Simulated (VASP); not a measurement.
# Au (I4/mmm) in VASP: notebook, part 2 of 2

VASP 6.6.1.

## 3. Single point, r2SCAN (strain +0.0525 x Voigt [0, 1, 0, 0, 0, 0])

POSCAR

```
Au
1.0
   -1.6572690000      1.7442756225      1.6572690000
    1.6572690000     -1.7442756225      1.6572690000
    1.6572690000      1.7442756225     -1.6572690000
Au
1
Direct
    0.0000000000      0.0000000000      0.0000000000
```

INCAR.step1

```
PREC = Accurate ; ENCUT = 520
ISMEAR = 0 ; SIGMA = 0.15
LREAL = False ; LASPH = True
NELM = 80 ; NBANDS = 12
GGA = PE ; ALGO = Normal
EDIFF = 1E-4 ; LWAVE = True
LCHARG = False
```

INCAR.step2

```
PREC = Accurate ; ENCUT = 520
EDIFF = 1E-6 ; ISMEAR = 0
SIGMA = 0.15 ; LREAL = False
LASPH = True ; NELM = 80
ALGO = Normal ; ISIF = 2
LWAVE = False ; LCHARG = False
METAGGA = R2SCAN ; LMIXTAU = True
NBANDS = 12 ; ISTART = 1
```

KPOINTS

```
Automatic mesh
0
Gamma
  20 20 20
```

Potentials or basis: VASP PAW PBE potentials, release 64 (Au).

Command:

```console
cat potpaw_PBE.64/Au/POTCAR > POTCAR
cp INCAR.step1 INCAR
mpirun -np 1 vasp_std > vasp.out
cp INCAR.step2 INCAR
mpirun -np 1 vasp_std > vasp.out
```

OUTCAR:

```text
PREC = Accurate
   ENCUT = 520
   EDIFF = 1E-6
   ISMEAR = 0
   LREAL = False
   LASPH = True
   NELM = 80
   ISIF = 2
   METAGGA = R2SCAN
   ISTART = 1

 ion  position               nearest neighbor table
   1  0.000  0.000  0.000-

  LATTYP: Found a body centered tetragonal cell.
 ALAT       =     3.3145380000
 C/A-ratio  =     1.0525000000

  Lattice vectors:

 A1 = (  -1.6572690000,  -1.7442756225,   1.6572690000)
 A2 = (   1.6572690000,  -1.7442756225,  -1.6572690000)
 A3 = (   1.6572690000,   1.7442756225,   1.6572690000)

Analysis of symmetry for initial positions (statically):
=====================================================================
 Subroutine PRICEL returns:
 Original cell was already a primitive cell.

 Routine SETGRP: Setting up the symmetry group for a
 body centered tetragonal supercell.

 Subroutine GETGRP returns: Found 16 space group operations
 (whereof 16 operations were pure point group operations)
 out of a pool of 16 trial point group operations.

The static configuration has the point symmetry D_4h.

[... 168 lines left out ...]
      1      -1.3471      2.00000
      2       2.9059      2.00000
      3       2.9059      2.00000
      4       3.1745      2.00000
      5       4.4455      2.00000
      6       4.7458      2.00000
      7      24.3021      0.00000
      8      25.1034      0.00000
      9      25.1034      0.00000
     10      29.6875      0.00000
     11      31.1407      0.00000
     12      31.1407      0.00000
[... 331 lines left out ...]
 k-point    24 :      -0.4000    0.0500    0.0000
  band No.  band energies     occupation
      1       1.0582      2.00000
      2       2.3177      2.00000
      3       4.2281      2.00000
      4       4.4921      2.00000
      5       4.8915      2.00000
      6       5.7253      2.00000
      7      13.9578      0.00000
      8      21.2369      0.00000
      9      22.3706      0.00000
     10      28.5417      0.00000
     11      29.0851      0.00000
     12      31.3021      0.00000

 [... further k-points ...]

------------------------ aborting loop because EDIFF is reached ----------------------------------------

  FORCE on cell =-STRESS in cart. coord.  units (eV):
  Direction    XX          YY          ZZ          XY          YZ          ZX
  --------------------------------------------------------------------------------------
  -------------------------------------------------------------------------------------
  Total       -1.1865206     -1.1451663     -1.1865206     -0.0000000      0.0000000      0.0000000
  in kB      -99.2029844    -95.7454250    -99.2029844     -0.0000000      0.0000000      0.0000000
  external PRESSURE =     -98.0504646 kB  Pullay stress =       0.0000000 kB

 VOLUME and BASIS-vectors are now :
 -----------------------------------------------------------------------------
  energy-cutoff  :      520.00
  volume of cell :       19.16
      direct lattice vectors                 reciprocal lattice vectors
    -1.657269000  1.744275623  1.657269000     0.000000000  0.286651945  0.301701172
     1.657269000 -1.744275623  1.657269000     0.301701172  0.000000000  0.301701172
     1.657269000  1.744275623 -1.657269000     0.301701172  0.286651945  0.000000000

 POSITION                                       TOTAL-FORCE (eV/Angst)
 -----------------------------------------------------------------------------------
      0.00000      0.00000      0.00000        -0.000000      0.000000      0.000000
 -----------------------------------------------------------------------------------
    total drift:                               -0.000000      0.000000      0.000000

  FREE ENERGIE OF THE ION-ELECTRON SYSTEM (eV)
  ---------------------------------------------------
  free  energy   TOTEN  =       -50.5254551442 eV

  energy  without entropy=      -50.5209204713  energy(sigma->0) =      -50.52318781
```

OUTCAR.step1:

```text
PREC = Accurate
   ENCUT = 520
   ISMEAR = 0
   LREAL = False
   LASPH = True
   NELM = 80
[... 576 lines left out ...]

 POSITION                                       TOTAL-FORCE (eV/Angst)
 -----------------------------------------------------------------------------------
      0.00000      0.00000      0.00000        -0.000000      0.000000      0.000000
 -----------------------------------------------------------------------------------
    total drift:                                0.000000      0.000000      0.000000

  FREE ENERGIE OF THE ION-ELECTRON SYSTEM (eV)
  ---------------------------------------------------
  free  energy   TOTEN  =        -3.1748628910 eV

  energy  without entropy=       -3.1704427294  energy(sigma->0) =       -3.17265281
```

OSZICAR.step1:

```text
N       E                     dE             d eps       ncg     rms          rms(c)
DAV:   1     0.485899689360E+02    0.48590E+02   -0.54915E+03 15960   0.804E+02
DAV:   2    -0.275351016849E+01   -0.51343E+02   -0.48482E+02 18080   0.181E+02
DAV:   3    -0.343679916553E+01   -0.68329E+00   -0.68257E+00 18188   0.203E+01
DAV:   4    -0.343918149187E+01   -0.23823E-02   -0.23822E-02 17588   0.139E+00
DAV:   5    -0.343920084220E+01   -0.19350E-04   -0.19350E-04 18008   0.121E-01    0.638E+00
DAV:   6    -0.318787686778E+01    0.25132E+00   -0.78910E-01 16408   0.686E+00    0.438E+00
DAV:   7    -0.317640354744E+01    0.11473E-01   -0.38439E-02 17800   0.155E+00    0.244E+00
DAV:   8    -0.317487548009E+01    0.15281E-02   -0.88114E-04 16692   0.249E-01    0.212E-01
DAV:   9    -0.317486289101E+01    0.12589E-04   -0.70078E-06  9312   0.224E-02
   1 F= -.31748629E+01 E0= -.31726528E+01  d E =-.442016E-02
```

Run time: 2.4 min. Hardware: 1 thread of Intel Xeon 6975P-C (Granite Rapids), shared host; peak memory 0.26 GiB.

What came out:

```yaml
Free_energy: -50.5255 eV
Pressure: -9.8 GPa
Band_gap_on_the_k_mesh: zero (an odd number of electrons rules out a gap without spin polarisation)
```

Stress tensor (GPa, compression positive):
```
-9.92  0.00  0.00
 0.00 -9.57  0.00
 0.00  0.00 -9.92
```

Caveat: the cell differs from its parent crystal (strain +0.0525 x Voigt [0, 1, 0, 0, 0, 0]); the cell stands under tension; the PAW data sets were made with another functional, which shifts forces and pressure a little; spin-orbit coupling is left out, which moves the levels of the heavy elements.

## 4. Single point, r2SCAN (strain +0.0600 x Voigt [0, 1, 0, 0, 0, 0])

POSCAR

```
Au
1.0
   -1.6572690000      1.7567051400      1.6572690000
    1.6572690000     -1.7567051400      1.6572690000
    1.6572690000      1.7567051400     -1.6572690000
Au
1
Direct
    0.0000000000      0.0000000000      0.0000000000
```

INCAR.step1

```
SYSTEM = Au
ALGO = Normal
EDIFF = 1E-4
ENCUT = 520
GGA = PE
ISMEAR = 0
LASPH = .True.
LCHARG = .False.
LREAL = .False.
LWAVE = .True.
NBANDS = 12
NELM = 100
PREC = Accurate
SIGMA = 0.15
```

INCAR.step2

```
SYSTEM = Au
ALGO = Normal
EDIFF = 1E-7
ENCUT = 520
ISIF = 2
ISMEAR = 0
ISTART = 1
LASPH = .True.
LCHARG = .False.
LMIXTAU = .True.
LREAL = .False.
LWAVE = .False.
METAGGA = R2SCAN
NBANDS = 12
NELM = 100
PREC = Accurate
SIGMA = 0.15
```

KPOINTS

```
k-points
0
Gamma
  20 20 20
  0 0 0
```

Potentials or basis: VASP PAW PBE potentials, release 64 (Au).

Command:

```console
cat potpaw_PBE.64/Au/POTCAR > POTCAR
cp INCAR.step1 INCAR
mpirun -np 1 vasp_std > vasp.out
cp INCAR.step2 INCAR
mpirun -np 1 vasp_std > vasp.out
```

OUTCAR:

```text
SYSTEM = Au
   EDIFF = 1E-7
   ENCUT = 520
   ISIF = 2
   ISMEAR = 0
   ISTART = 1
   LASPH = .True.
   LREAL = .False.
   METAGGA = R2SCAN
   NELM = 100
   PREC = Accurate

 ion  position               nearest neighbor table
   1  0.000  0.000  0.000-

  LATTYP: Found a body centered tetragonal cell.
 ALAT       =     3.3145380000
 C/A-ratio  =     1.0600000000

  Lattice vectors:

 A1 = (  -1.6572690000,  -1.7567051400,   1.6572690000)
[... 539 lines left out ...]
     10      28.4042      0.00000
     11      28.9437      0.00000
     12      31.0775      0.00000

 [... further k-points ...]

------------------------ aborting loop because EDIFF is reached ----------------------------------------

  FORCE on cell =-STRESS in cart. coord.  units (eV):
  Direction    XX          YY          ZZ          XY          YZ          ZX
  --------------------------------------------------------------------------------------
  -------------------------------------------------------------------------------------
  Total       -1.2667863     -1.2260815     -1.2667863     -0.0000000      0.0000000      0.0000000
  in kB     -105.1644783   -101.7852973   -105.1644783     -0.0000000      0.0000000      0.0000000
  external PRESSURE =    -104.0380846 kB  Pullay stress =       0.0000000 kB

 VOLUME and BASIS-vectors are now :
 -----------------------------------------------------------------------------
  energy-cutoff  :      520.00
  volume of cell :       19.30
      direct lattice vectors                 reciprocal lattice vectors
    -1.657269000  1.756705140  1.657269000     0.000000000  0.284623747  0.301701172
     1.657269000 -1.756705140  1.657269000     0.301701172  0.000000000  0.301701172
     1.657269000  1.756705140 -1.657269000     0.301701172  0.284623747  0.000000000

 POSITION                                       TOTAL-FORCE (eV/Angst)
 -----------------------------------------------------------------------------------
      0.00000      0.00000      0.00000         0.000000     -0.000000      0.000000
 -----------------------------------------------------------------------------------
    total drift:                               -0.000000      0.000000     -0.000000

  FREE ENERGIE OF THE ION-ELECTRON SYSTEM (eV)
  ---------------------------------------------------
  free  energy   TOTEN  =       -50.5171104650 eV

  energy  without entropy=      -50.5124732401  energy(sigma->0) =      -50.51479185
```

Wall time 2.6 min (1 thread of Intel Xeon 6975P-C (Granite Rapids), shared host); peak memory 0.26 GiB.

Results:

| Quantity | Value |
| --- | --- |
| Free energy | -50.5171 eV |
| Pressure | -10.4 GPa |
| Band gap on the k mesh | zero (an odd number of electrons rules out a gap without spin polarisation) |

Stress tensor (GPa, compression positive):
```
-10.52   0.00   0.00
  0.00 -10.18   0.00
  0.00   0.00 -10.52
```

Caveat: the cell differs from its parent crystal (strain +0.0600 x Voigt [0, 1, 0, 0, 0, 0]); the cell stands under tension; the PAW data sets were made with another functional, which shifts forces and pressure a little; spin-orbit coupling is left out, which moves the levels of the heavy elements.

## 5. Summary

```tsv
cell	gap on the mesh (eV)	pressure (GPa)
a = 2.914 Å, angles 110.7, 107.1, 110.7°, 1 atom	none	-9.2
a = 2.922 Å, angles 110.9, 106.7, 110.9°, 1 atom	none	-9.8
a = 2.929 Å, angles 111.1, 106.3, 111.1°, 1 atom	none	-10.4
```

Alike in all rows: task single point; level r2SCAN; potentials or basis VASP PAW PBE potentials, release 64 (Au); no spin polarisation; k mesh 20 × 20 × 20; cutoff (eV) 520; smearing gaussian 0.15 eV.

Caveats: the cell stands under tension; the PAW data sets were made with another functional, which shifts forces and pressure a little; spin-orbit coupling is left out, which moves the levels of the heavy elements.

Absolute energies hang on the potentials; compare differences alone.
